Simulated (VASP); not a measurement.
Se, 2 atoms in the cell. Symmetry: Fd-3m, No. 227, cubic system. Conventional cell: a = 6.168 Å, b = 6.168 Å, c = 6.168 Å, α = 90.00°, β = 90.00°, γ = 90.00°. Se (site symmetry -43m) has 4 Se at 2.67 Å within 3.5 Å. This isn't the form of Se at room conditions, which is trigonal, of chains.

| Item | Value |
| --- | --- |
| Program | VASP 6.6.1 |
| Task | single point |
| Functional | LDA |
| Potentials or basis | VASP PAW LDA potentials, release 64 (Se) |
| Cutoff | 520 eV |
| k mesh | 9 × 9 × 9 |
| Occupations | fermi-dirac, width 0.1 eV |
| Spin | no spin polarisation |
| Dipole correction | no |
| Further INCAR settings | ALGO = Normal; EDIFF = 1e-07; NBANDS = 13 |

Potentials or basis: VASP PAW LDA potentials, release 64 (Se).

Launch:

```console
$ cat potpaw_LDA.64/Se/POTCAR > POTCAR
$ mpirun -np 1 vasp_std > vasp.out
```

Hardware: 1 thread of Intel Xeon 8259CL (shared host).

Q: How long does it take, and how much memory?

A: It took 28 s on 1 thread of Intel Xeon 8259CL, with other jobs on the host, peak memory 0.15 GiB. Counts: scf iterations 10, k points 35.
